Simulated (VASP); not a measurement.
# W3C4 in VASP: further runs

Runs on W3C4. Level: PBEsol. Tasks: single point.

All numbers are computed with VASP 6.6.1; they aren't measurements. Logs are shortened: lines on timing, memory, paths and dates and some standing lists are left out, and cuts for length are marked.

## 1. The cell of the first run

The cell holds a slab with vacuum, 7 atoms: a = 2.828 Å, b = 2.898 Å, c = 24.857 Å, α = 90.00°, β = 90.00°, γ = 90.00°.

## 2. Single point, PBEsol

INCAR reads:

```
ALGO = Normal ; DIPOL = 0.5 0.5 0.488
EDIFF = 1E-6 ; ENCUT = 520
GGA = PS ; IDIPOL = 3
ISIF = 2 ; ISMEAR = 0
LASPH = True ; LCHARG = False
LDIPOL = True ; LREAL = False
LWAVE = False ; NBANDS = 38
NELM = 80 ; PREC = Accurate
SIGMA = 0.1
```

KPOINTS reads:

```
k-points
0
Gamma
  10 10 1
```

POSCAR reads:

```
W3C4
1.0
    2.8276119036      0.0000000000      0.0000000000
    0.0000000000      2.8984136670      0.0000000000
    0.0000000000      0.0000000000     24.8568996880
C W
4 3
Direct
    0.5000000000      0.0000000000      0.3419573683
    0.5000000000      0.5000000000      0.4429393853
    0.5000000000      0.0000000000      0.5454507844
    0.0000000000      0.5000000000      0.6536451105
    0.0000000000      0.5000000000      0.3756180406
    0.0000000000      0.0000000000      0.4761065797
    0.0000000000      0.5000000000      0.5774987515
```

Potentials or basis: VASP PAW PBE potentials, release 64 (C, W_sv).

Run with:

```sh
$ cat potpaw_PBE.64/C/POTCAR potpaw_PBE.64/W_sv/POTCAR > POTCAR
$ mpirun -np 1 vasp_std > vasp.out
```

OUTCAR:

```text
EDIFF = 1E-6
   ENCUT = 520
   GGA = PS
   ISIF = 2
   ISMEAR = 0
   LASPH = True
   LREAL = False
   NELM = 80
   PREC = Accurate

 ion  position               nearest neighbor table
   1  0.500  0.000  0.342-   5 2.19   5 2.19   5 2.19   5 2.19
   2  0.500  0.500  0.443-   6 2.19   6 2.19   6 2.19   6 2.19   5 2.19   5 2.19
   3  0.500  0.000  0.545-   7 2.18   7 2.18   7 2.18   7 2.18   6 2.23   6 2.23
   4  0.000  0.500  0.654-   7 1.89
   5  0.000  0.500  0.376-   1 2.19   1 2.19   1 2.19   1 2.19   2 2.19   2 2.19   6 2.89   6 2.89

   6  0.000  0.000  0.476-   2 2.19   2 2.19   2 2.19   2 2.19   3 2.23   3 2.23   5 2.89   5 2.89
                             7 2.91   7 2.91
   7  0.000  0.500  0.577-   4 1.89   3 2.18   3 2.18   3 2.18   3 2.18   6 2.91   6 2.91

  LATTYP: Found a simple orthorhombic cell.
 ALAT       =     2.8276119036
 B/A-ratio  =     1.0250394205
 C/A-ratio  =     8.7907748784

  Lattice vectors:

 A1 = (   2.8276119036,   0.0000000000,   0.0000000000)
 A2 = (   0.0000000000,   2.8984136670,   0.0000000000)
 A3 = (   0.0000000000,   0.0000000000,  24.8568996880)

Analysis of symmetry for initial positions (statically):
=====================================================================
 Subroutine PRICEL returns:
 Original cell was already a primitive cell.

 Routine SETGRP: Setting up the symmetry group for a
 simple orthorhombic supercell.

 Subroutine GETGRP returns: Found  4 space group operations
 (whereof  4 operations were pure point group operations)
 out of a pool of  8 trial point group operations.

The static configuration has the point symmetry C_2v.

Analysis of symmetry for dynamics (positions and initial velocities):
=====================================================================
 Subroutine PRICEL returns:
 Original cell was already a primitive cell.

 Routine SETGRP: Setting up the symmetry group for a
 simple orthorhombic supercell.

 Subroutine GETGRP returns: Found  4 space group operations
 (whereof  4 operations were pure point group operations)
 out of a pool of  8 trial point group operations.

The dynamic configuration has the point symmetry C_2v.

 Subroutine INISYM returns: Found  4 space group operations
 (whereof  4 operations are pure point group operations),
 and found     1 'primitive' translations

----------------------------------------------------------------------------------------
[... 114 lines left out ...]
   NELECT =      58.0000    total number of electrons
   NUPDOWN=      -1.0000    fix difference up-down
   EMIN   =  10.00;   EMAX   =-10.00  energy-range for DOS
   EFERMI =   0.00;   METHOD = LEGACY
   ISMEAR =     0;   SIGMA  =   0.10  broadening in eV -4-tet -1-fermi 0-gaus
   EFERMI_NEDOS =   21; number of points for ismear=-14 and -15
   IALGO  =     38    algorithm
   IMIX   =      4    mixing-type and parameters
     AMIX     =   0.40;   BMIX     =  1.00
     AMIX_MAG =   1.60;   BMIX_MAG =  1.00
  volume/ion in A,a.u.               =      29.10       196.39
  Fermi-wavevector in a.u.,A,eV,Ry     =   1.076982  2.035201 15.781265  1.159890
  Thomas-Fermi vector in A             =   2.212881
   LORBIT       =      0    0 simple, 1 ext, 2 COOP (PROOUT), +10 PAW based schemes
   GGA     = PS    functional components
   LHFCALC =     F    Hartree Fock is set to
   AEXX    =    0.0000 exact exchange contribution
   IVDW    =     0    specifies the selected vdW correction
   LEPSILON=     F    determine dielectric tensor
   LRPA    =     F    only Hartree local field effects (RPA)
 non-spin polarized calculation
 Gauss-broadening in eV      SIGMA  =   0.10
  energy-cutoff  :      520.00
  volume of cell :      203.72
 maximum number of plane-waves:      5530
 NGX is ok and might be reduce to    24
   NGX = 11   NGY = 11   NGZ = 93

 dipolmoment           0.000000      0.000000     -0.012633 electrons x Angstroem

 number of electron      58.0000000 magnetization

 dipolmoment           0.000000      0.000000      0.053918 electrons x Angstroem

 Free energy of the ion-electron system (eV)
  ---------------------------------------------------
  ext. energy  EPLUGINS =         0.00000000
  ---------------------------------------------------
  free energy    TOTEN  =       -73.75746617 eV

  energy without entropy =      -73.73920240  energy(sigma->0) =      -73.74833428

 E-fermi :  -0.6865     XC(G=0):  -5.5618

 val. band max:       -0.6985856540   @ k =   0.3000   0.4000   0.0000
 cond. band min:      -0.6697164262   @ k =   0.3000   0.0000   0.0000
 fundamental gap:      0.0288692277
 Fermi energy:        -0.6864621243

 k-point     1 :       0.0000    0.0000    0.0000
  band No.  band energies     occupation
      1     -74.7071      2.00000
      2     -74.6016      2.00000
      3     -74.3919      2.00000
      4     -39.2785      2.00000
      5     -38.8977      2.00000
      6     -38.7504      2.00000
[... 973 lines left out ...]
     37       4.7561      0.00000
     38       5.2197      0.00000

 [... further k-points ...]

------------------------ aborting loop because EDIFF is reached ----------------------------------------

 vacuum level on the upper side and lower side of the slab       (xc-potential included)         0.369        -0.785

  FORCE on cell =-STRESS in cart. coord.  units (eV):
  Direction    XX          YY          ZZ          XY          YZ          ZX
  --------------------------------------------------------------------------------------
  -------------------------------------------------------------------------------------
  Total       -3.5682564     -2.3324576     -1.8421139      0.0000000      0.0000000      0.0000000
  in kB      -28.0633496    -18.3441342    -14.4877166      0.0000000      0.0000000      0.0000000
  external PRESSURE =     -20.2984001 kB  Pullay stress =       0.0000000 kB

 VOLUME and BASIS-vectors are now :
 -----------------------------------------------------------------------------
  energy-cutoff  :      520.00
  volume of cell :      203.72
      direct lattice vectors                 reciprocal lattice vectors
     2.827611904  0.000000000  0.000000000     0.353655323  0.000000000  0.000000000
     0.000000000  2.898413667  0.000000000     0.000000000  0.345016314  0.000000000
     0.000000000  0.000000000 24.856899688     0.000000000  0.000000000  0.040230279

 POSITION                                       TOTAL-FORCE (eV/Angst)
 -----------------------------------------------------------------------------------
      1.41381      0.00000      8.50000         0.000000      0.000000      2.609817
      1.41381      1.44921     11.01010         0.000000      0.000000     -0.098905
      1.41381      0.00000     13.55822         0.000000      0.000000      0.015652
      0.00000      1.44921     16.24759         0.000000      0.000000      0.095800
      0.00000      1.44921      9.33670         0.000000      0.000000     -2.575960
      0.00000      0.00000     11.83453         0.000000      0.000000     -0.023046
      0.00000      1.44921     14.35483         0.000000      0.000000     -0.023359
 -----------------------------------------------------------------------------------
    total drift:                                0.000000      0.000000      0.000481

  FREE ENERGIE OF THE ION-ELECTRON SYSTEM (eV)
  ---------------------------------------------------
  free  energy   TOTEN  =       -73.7574661657 eV

  energy  without entropy=      -73.7392023971  energy(sigma->0) =      -73.74833428

 vacuum level on the upper side and lower side of the slab         6.311         5.145
```

OSZICAR:

```text
N       E                     dE             d eps       ncg     rms          rms(c)
DAV:   1     0.584757935522E+03    0.58476E+03   -0.34175E+04  3296   0.141E+03
DAV:   2    -0.471632123327E+02   -0.63192E+03   -0.61990E+03  3250   0.417E+02
DAV:   3    -0.812135747458E+02   -0.34050E+02   -0.33352E+02  3302   0.948E+01
[... 28 lines left out ...]
DAV:  32    -0.737574599197E+02   -0.12983E-04   -0.29928E-06  2658   0.622E-03    0.200E-03
DAV:  33    -0.737574622103E+02   -0.22906E-05   -0.23196E-07  1890   0.242E-03    0.771E-04
DAV:  34    -0.737574645987E+02   -0.23884E-05   -0.26528E-07  1898   0.217E-03    0.141E-03
DAV:  35    -0.737574657052E+02   -0.11065E-05   -0.17996E-07  1844   0.162E-03    0.748E-04
DAV:  36    -0.737574661657E+02   -0.46055E-06   -0.41617E-08  1734   0.807E-04
   1 F= -.73757466E+02 E0= -.73748334E+02  d E =-.182638E-01
```

Wall time 6.3 min (1 thread of Intel Xeon 6975P-C (Granite Rapids), shared host); peak memory 0.44 GiB.

Results:

| Property | Result |
| --- | --- |
| Free energy | -73.7575 eV |
| Largest force | 2.610 eV/Å |
| Band gap on the k mesh | zero (band 29 reaches -0.27 eV, above the bottom of band 30 at -1.07 eV) |

Forces in eV/Å, atoms in the order of the input:
```
C    0.000  0.000  2.610
C    0.000  0.000 -0.099
C    0.000  0.000  0.016
C    0.000  0.000  0.096
W    0.000  0.000 -2.576
W    0.000  0.000 -0.023
W    0.000  0.000 -0.023
```

Levels at points of the mesh, in eV from the Fermi level:
| k point | band 25 | band 26 | band 27 | band 28 | band 29 | band 30 | band 31 | band 32 | band 33 | band 34 |
| --- | --- | --- | --- | --- | --- | --- | --- | --- | --- | --- |
| (0.00, 0.00, 0.00) | -1.89 | -1.81 | -1.30 | -0.30 | 0.35 | 1.51 | 1.57 | 2.41 | 2.88 | 3.13 |
| (0.50, 0.00, 0.00) | -2.43 | -1.80 | -1.17 | -0.29 | 0.21 | 0.50 | 0.96 | 1.11 | 1.95 | 2.93 |
| (0.00, 0.50, 0.00) | -2.43 | -1.04 | -1.00 | -0.60 | 0.42 | 0.42 | 0.73 | 1.73 | 1.87 | 2.46 |
| (0.50, 0.50, 0.00) | -1.77 | -1.53 | -1.35 | -0.50 | -0.19 | 1.08 | 3.05 | 4.19 | 4.30 | 5.00 |

Caveat: the PAW data sets were made with another functional, which shifts forces and pressure a little; spin-orbit coupling is left out, which moves the levels of the heavy elements.

## 3. Single point, PBEsol

INCAR reads:

```
SYSTEM = W3C4
PREC = Accurate
ENCUT = 520
EDIFF = 1E-6
ISMEAR = 0
SIGMA = 0.1
LREAL = .FALSE.
LASPH = .TRUE.
NELM = 80
ALGO = Normal
ISIF = 2
LWAVE = .FALSE.
LCHARG = .FALSE.
LDIPOL = .TRUE.
IDIPOL = 3
DIPOL = 0.5 0.5 0.485
GGA = PS
NBANDS = 38
```

KPOINTS reads:

```
Automatic mesh
0
G
  10 10 1
  0 0 0
```

POSCAR reads:

```
W3C4
1.0
    2.8276119036      0.0000000000      0.0000000000
    0.0000000000      2.8984136670      0.0000000000
    0.0000000000      0.0000000000     24.8568996880
C W
4 3
Direct
    0.5000000000      0.0000000000      0.3419573683
    0.5000000000      0.5000000000      0.4429393853
    0.5000000000      0.0000000000      0.5434023305
    0.5000000000      0.5000000000      0.6360881601
    0.0000000000      0.5000000000      0.3756180406
    0.0000000000      0.0000000000      0.4764517153
    0.0000000000      0.5000000000      0.5799154074
```

Potentials or basis: VASP PAW PBE potentials, release 64 (C, W_sv).

Run with:

```sh
$ cat potpaw_PBE.64/C/POTCAR potpaw_PBE.64/W_sv/POTCAR > POTCAR
$ mpirun -np 1 vasp_std > vasp.out
```

It took 5.1 min on 1 thread of Intel Xeon 6975P-C (Granite Rapids), shared host; peak memory 0.45 GiB.

It converged, with:

| Property | Result |
| --- | --- |
| Free energy | -74.3872 eV |
| Largest force | 2.588 eV/Å |
| Band gap on the k mesh | zero (band 29 reaches 0.29 eV, above the bottom of band 30 at -0.62 eV) |

Forces in eV/Å, atoms in the order of the input:
```
C    0.000  0.000  2.588
C    0.000  0.000 -0.215
C    0.000  0.000  0.017
C    0.000  0.000  0.095
W    0.000  0.000 -2.489
W    0.000  0.000  0.025
W    0.000  0.000 -0.022
```

Levels at points of the mesh, in eV from the Fermi level:
```
           k point  band 25  band 26  band 27  band 28  band 29  band 30  band 31  band 32  band 33  band 34
(0.00, 0.00, 0.00)    -2.34    -1.72    -0.38    -0.29     0.79     0.85     1.01     2.55     2.88     3.17
(0.50, 0.00, 0.00)    -2.39    -1.14    -0.97    -0.74     0.13     0.50     0.74     1.74     2.38     3.57
(0.00, 0.50, 0.00)    -2.44    -1.51    -0.77    -0.61    -0.34     0.42     1.35     1.68     1.87     3.16
(0.50, 0.50, 0.00)    -2.45    -0.59    -0.32    -0.12     0.11     0.25     1.47     3.04     5.09     5.11
```

Caveat: the PAW data sets were made with another functional, which shifts forces and pressure a little; spin-orbit coupling is left out, which moves the levels of the heavy elements.
